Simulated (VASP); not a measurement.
# Al (P-1) in VASP: single point with PBEsol

Aim: the single point of Al with PBEsol.

Everything below comes from runs of VASP 6.6.1. Logs are shortened: lines on timing, memory, paths and dates and some standing lists are left out, and cuts for length are marked.

### Step 1. The cell of the first run

The typed cell holds 4 atoms: a = 2.782 Å, b = 2.782 Å, c = 9.126 Å, α = 91.75°, β = 84.75°, γ = 109.47°.

### Step 2. Single point, PBEsol (the part above a cut slid along it)

Contents of INCAR:

```
SYSTEM = Al
PREC = Accurate
ENCUT = 500
EDIFF = 1E-6
ISMEAR = 0
SIGMA = 0.15
LREAL = .False.
LASPH = .True.
NELM = 120
ALGO = Normal
ISIF = 2
LWAVE = .False.
LCHARG = .True.
GGA = PS
LELF = .True.
LVHAR = .True.
NBANDS = 14
GGA_COMPAT = .False.
```

Contents of KPOINTS:

```
regular mesh
0
Gamma
  22 22 7
  0 0 0
```

Contents of POSCAR:

```
Al
1.0
   -1.6064390039      1.6064390039     -1.6064390039
   -1.6064390039     -1.6064390039      1.6064390039
   -0.4819317012      6.9076877167      5.9438243143
Al
4
Direct
   -0.2625000000      0.0000000000      0.8750000000
    0.4625000000      0.5000000000      0.1250000000
   -0.1125000000      0.0000000000      0.3750000000
    0.3125000000      0.5000000000      0.6250000000
```

Potentials or basis: VASP PAW PBE potentials, release 64 (Al).

Started as:

```console
cat potpaw_PBE.64/Al/POTCAR > POTCAR
mpirun -np 1 vasp_std > vasp.out
```

OUTCAR:

```text
SYSTEM = Al
   PREC = Accurate
   ENCUT = 500
   EDIFF = 1E-6
   ISMEAR = 0
   LREAL = .False.
   LASPH = .True.
   NELM = 120
   ISIF = 2
   GGA = PS

 ion  position               nearest neighbor table
   1  0.737  0.000  0.875-   2 2.62   4 2.78   4 2.78   2 2.81   2 3.16   4 3.21   4 3.21
   2  0.462  0.500  0.125-   1 2.62   3 2.78   3 2.78   1 2.81   1 3.16   3 3.21   3 3.21
   3  0.888  0.000  0.375-   2 2.78   4 2.78   4 2.78   2 2.78   2 3.21   4 3.21   4 3.21   2 3.21

   4  0.312  0.500  0.625-   3 2.78   1 2.78   3 2.78   1 2.78   1 3.21   3 3.21   1 3.21   3 3.21

  LATTYP: Found a triclinic cell.
 ALAT       =     2.7824339740
 B/A-ratio  =     1.0000000000
 C/A-ratio  =     3.2797357617
 COS(alpha) =     0.0304902612
 COS(beta)  =     0.0914707836
 COS(gamma) =     0.3333333333

  Lattice vectors:

 A1 = (   1.6064390039,  -1.6064390039,   1.6064390039)
 A2 = (  -1.6064390039,  -1.6064390039,   1.6064390039)
 A3 = (   0.4819317012,  -6.9076877167,  -5.9438243143)

Analysis of symmetry for initial positions (statically):
=====================================================================
 Subroutine PRICEL returns:
 Original cell was already a primitive cell.

 Routine SETGRP: Setting up the symmetry group for a
 triclinic supercell.

 Subroutine GETGRP returns: Found  2 space group operations
 (whereof  1 operations were pure point group operations)
 out of a pool of  2 trial point group operations.

The static configuration has the point symmetry C_1 .
 The point group associated with its full space group is S_2 .

Analysis of symmetry for dynamics (positions and initial velocities):
=====================================================================
 Subroutine PRICEL returns:
 Original cell was already a primitive cell.

 Routine SETGRP: Setting up the symmetry group for a
 triclinic supercell.

 Subroutine GETGRP returns: Found  2 space group operations
 (whereof  1 operations were pure point group operations)
 out of a pool of  2 trial point group operations.

The dynamic configuration has the point symmetry C_1 .
 The point group associated with its full space group is S_2 .

 Subroutine INISYM returns: Found  2 space group operations
 (whereof  1 operations are pure point group operations),
 and found     1 'primitive' translations

----------------------------------------------------------------------------------------

                                     Primitive cell

  volume of cell :      66.3304

  direct lattice vectors                    reciprocal lattice vectors
    -1.606439004  1.606439004 -1.606439004    -0.311247423  0.132280155 -0.178967268
    -1.606439004 -1.606439004  1.606439004    -0.311247423 -0.155623711  0.155623711
    -0.481931701  6.907687717  5.943824314     0.000000000  0.077811856  0.077811856

  length of vectors
     2.782433974  2.782433974  9.125648209     0.382625510  0.381198685  0.110042582

  position of ions in fractional coordinates (direct lattice)
     0.737500000  0.000000000  0.875000000
     0.462500000  0.500000000  0.125000000
     0.887500000  0.000000000  0.375000000
     0.312500000  0.500000000  0.625000000

  ion indices of the primitive-cell ions
   primitive index   ion index
                 1           1
                 2           2
                 3           3
                 4           4

----------------------------------------------------------------------------------------

 KPOINTS: regular mesh

Automatic generation of k-mesh.
 Grid dimensions read from file:
 generate k-points for:   22   22    7

 Generating k-lattice:

  Cartesian coordinates                     Fractional coordinates (reciprocal lattice)
    -0.014147610  0.006012734 -0.008134876     0.045454545  0.000000000  0.000000000
    -0.014147610 -0.007073805  0.007073805     0.000000000  0.045454545  0.000000000
     0.000000000  0.011115979  0.011115979     0.000000000  0.000000000  0.142857143

  Length of vectors
     0.017392069  0.017327213  0.015720369

  Shift w.r.t. Gamma in fractional coordinates (k-lattice)
     0.000000000  0.000000000  0.000000000

 Subroutine IBZKPT returns following result:
 ===========================================

 Found   1696 irreducible k-points:

 Following reciprocal coordinates:
            Coordinates               Weight
  0.000000  0.000000  0.000000      1.000000
  0.045455  0.000000  0.000000      2.000000
  0.090909  0.000000  0.000000      2.000000
  0.136364  0.000000 -0.000000      2.000000
  0.181818  0.000000 -0.000000      2.000000
  0.227273  0.000000  0.000000      2.000000
[... 16 lines left out ...]
  0.454545  0.045455  0.000000      2.000000
  0.500000  0.045455 -0.000000      2.000000
 [... further k-points ...]
   k-points           NKPTS =   1696   k-points in BZ     NKDIM =   1696   number of bands    NBANDS=     14
   number of dos      NEDOS =    301   number of ions     NIONS =      4
   total plane-waves  NPLWV =  28000
   dimension x,y,z NGX =    20 NGY =   20 NGZ =   70
   dimension x,y,z NGXF=    40 NGYF=   40 NGZF=  140
   ions per type =               4
   NGX,Y,Z   is equivalent  to a cutoff of  11.95, 11.95, 12.75 a.u.
   NGXF,Y,Z  is equivalent  to a cutoff of  23.90, 23.90, 25.50 a.u.
 SYSTEM =  Al
   PREC   = accura    normal or accurate (medium, high low for compatibility)
   ISTART =      0    job   : 0-new  1-cont  2-samecut
   ICHARG =      2    charge: 1-file 2-atom 10-const
   ISPIN  =      1    spin polarized calculation?
   LNONCOLLINEAR =      F non collinear calculations
   LSORBIT =      F    spin-orbit coupling
   LASPH  =      T    aspherical Exc in radial PAW
   ENCUT  =  500.0 eV  36.75 Ry    6.06 a.u.   5.07  5.07 16.64*2*pi/ulx,y,z
   NELM   =    120;   NELMIN=  2; NELMDL= -5     # of ELM steps
   EDIFF  = 0.1E-05   stopping-criterion for ELM
   LREAL  =      F    real-space projection
   EDIFFG = 0.1E-04   stopping-criterion for IOM
   NSW    =      0    number of steps for IOM
   IBRION =     -1    ionic relax: 0-MD 1-quasi-New 2-CG
   NFREE  =      0    steps in history (QN), initial steepest desc. (CG)
   ISIF   =      2    stress and relaxation
   ISYM   =      2    0-nonsym 1-usesym 2-fastsym
   POTIM  = 0.5000    time-step for ionic-motion
   TEBEG  =    0.0;   TEEND  =   0.0 temperature during run
   PSTRESS=    0.0 pullay stress
   NELECT =      12.0000    total number of electrons
   NUPDOWN=      -1.0000    fix difference up-down
   EMIN   =  10.00;   EMAX   =-10.00  energy-range for DOS
   EFERMI =   0.00;   METHOD = LEGACY
   ISMEAR =     0;   SIGMA  =   0.15  broadening in eV -4-tet -1-fermi 0-gaus
   EFERMI_NEDOS =   21; number of points for ismear=-14 and -15
   IALGO  =     38    algorithm
   IMIX   =      4    mixing-type and parameters
     AMIX     =   0.40;   BMIX     =  1.00
     AMIX_MAG =   1.60;   BMIX_MAG =  1.00
  volume/ion in A,a.u.               =      16.58       111.90
  Fermi-wavevector in a.u.,A,eV,Ry     =   0.925901  1.749698 11.664164  0.857292
  Thomas-Fermi vector in A             =   2.051805
   LORBIT       =      0    0 simple, 1 ext, 2 COOP (PROOUT), +10 PAW based schemes
   GGA     = PS    functional components
   LHFCALC =     F    Hartree Fock is set to
   AEXX    =    0.0000 exact exchange contribution
   IVDW    =     0    specifies the selected vdW correction
   LEPSILON=     F    determine dielectric tensor
   LRPA    =     F    only Hartree local field effects (RPA)
 non-spin polarized calculation
 Gauss-broadening in eV      SIGMA  =   0.15
  energy-cutoff  :      500.00
  volume of cell :       66.33
 maximum number of plane-waves:      1707
   NGX = 11   NGY = 11   NGZ = 33

 number of electron      12.0000000 magnetization

 Free energy of the ion-electron system (eV)
  ---------------------------------------------------
  ext. energy  EPLUGINS =         0.00000000
  ---------------------------------------------------
  free energy    TOTEN  =       -15.96540794 eV

  energy without entropy =      -15.94652799  energy(sigma->0) =      -15.95596796

 E-fermi :   7.8797     XC(G=0): -10.2381

 val. band max:        7.8787369982   @ k =  -0.0455  -0.2727   0.4286
 cond. band min:       7.8798016352   @ k =  -0.3636   0.3636   0.0000
 fundamental gap:      0.0010646370
 Fermi energy:         7.8796914747

 k-point     1 :       0.0000    0.0000    0.0000
  band No.  band energies     occupation
      1      -3.1996      2.00000
      2      -1.4196      2.00000
      3      -1.4167      2.00000
      4       3.5766      2.00000
      5       4.0450      2.00000
      6      12.1000      0.00000
      7      12.1752      0.00000
      8      16.1497      0.00000
      9      16.2368      0.00000
     10      17.0977      0.00000
     11      17.1359      0.00000
     12      17.6006      0.00000
     13      17.9946      0.00000
     14      18.3058      0.00000

 k-point     2 :       0.0455    0.0000    0.0000
  band No.  band energies     occupation
      1      -3.1549      2.00000
      2      -1.4222      2.00000
      3      -1.3258      2.00000
      4       3.6001      2.00000
      5       4.1065      2.00000
      6      12.0353      0.00000
      7      12.3049      0.00000
      8      15.1956      0.00000
      9      15.9263      0.00000
     10      16.2172      0.00000
     11      17.3412      0.00000
     12      17.5750      0.00000
     13      17.7662      0.00000
     14      18.3537      0.00000
[... 343 lines left out ...]
      1       1.5243      2.00000
      2       2.7003      2.00000
      3       2.8972      2.00000
      4       3.6394      2.00000
      5       3.9926      2.00000
      6       5.1775      2.00000
      7       7.3865      2.00000
      8       8.4949      0.00000
      9       9.3632      0.00000
     10      10.7379      0.00000
     11      13.8281      0.00000
     12      14.5342      0.00000
     13      14.9958      0.00000
     14      15.7461      0.00000

 k-point    24 :       0.5000    0.0455   -0.0000
  band No.  band energies     occupation
      1       1.8205      2.00000
      2       2.4696      2.00000
      3       3.0590      2.00000
      4       3.6501      2.00000
      5       3.9812      2.00000
      6       4.8737      2.00000
      7       7.5630      1.99717
      8       8.2945      0.00009
      9       9.7107      0.00000
     10      10.3700      0.00000
     11      14.0503      0.00000
     12      14.4763      0.00000
     13      15.5326      0.00000
     14      15.9908      0.00000

 [... further k-points ...]

------------------------ aborting loop because EDIFF is reached ----------------------------------------

  FORCE on cell =-STRESS in cart. coord.  units (eV):
  Direction    XX          YY          ZZ          XY          YZ          ZX
  --------------------------------------------------------------------------------------
  -------------------------------------------------------------------------------------
  Total       -0.2928310      0.7782737      0.3027279      0.4006840      0.1115055      0.3165842
  in kB       -7.0731825     18.7988042      7.3122390      9.6783166      2.6933595      7.6469300
  external PRESSURE =       6.3459536 kB  Pullay stress =       0.0000000 kB

 VOLUME and BASIS-vectors are now :
 -----------------------------------------------------------------------------
  energy-cutoff  :      500.00
  volume of cell :       66.33
      direct lattice vectors                 reciprocal lattice vectors
    -1.606439004  1.606439004 -1.606439004    -0.311247423  0.132280155 -0.178967268
    -1.606439004 -1.606439004  1.606439004    -0.311247423 -0.155623711  0.155623711
    -0.481931701  6.907687717  5.943824314     0.000000000  0.077811856  0.077811856

 POSITION                                       TOTAL-FORCE (eV/Angst)
 -----------------------------------------------------------------------------------
     -1.60644      7.22898      4.01610        -0.256968     -0.285205     -0.110855
     -1.60644      0.80322      0.80322         0.256968      0.285205      0.110855
     -1.60644      4.01610      0.80322        -0.011111     -0.002031     -0.028159
     -1.60644      4.01610      4.01610         0.011111      0.002031      0.028159
 -----------------------------------------------------------------------------------
    total drift:                                0.000000     -0.000000      0.000000

  FREE ENERGIE OF THE ION-ELECTRON SYSTEM (eV)
  ---------------------------------------------------
  free  energy   TOTEN  =       -15.9654079383 eV

  energy  without entropy=      -15.9465279865  energy(sigma->0) =      -15.95596796
```

It took 28 min on 1 thread of Oxide Virtual Turin-like, shared host; peak memory 1 GiB.

What came out:

```yaml
Free_energy: -15.9654 eV
Pressure: 0.6 GPa
Largest_force: 0.400 eV/Å
Band_gap_on_the_k_mesh: zero (bands 6 and 7 overlap by 6.66 eV)
```

Forces on the atoms (eV/Å):
```
Al  -0.257 -0.285 -0.111
Al   0.257  0.285  0.111
Al  -0.011 -0.002 -0.028
Al   0.011  0.002  0.028
```

Stress tensor (GPa, compression positive):
```
-0.71  0.97  0.76
 0.97  1.88  0.27
 0.76  0.27  0.73
```

Caveat: the cell differs from its parent crystal (the part above a cut slid along it); the PAW data sets were made with another functional, which shifts forces and pressure a little.
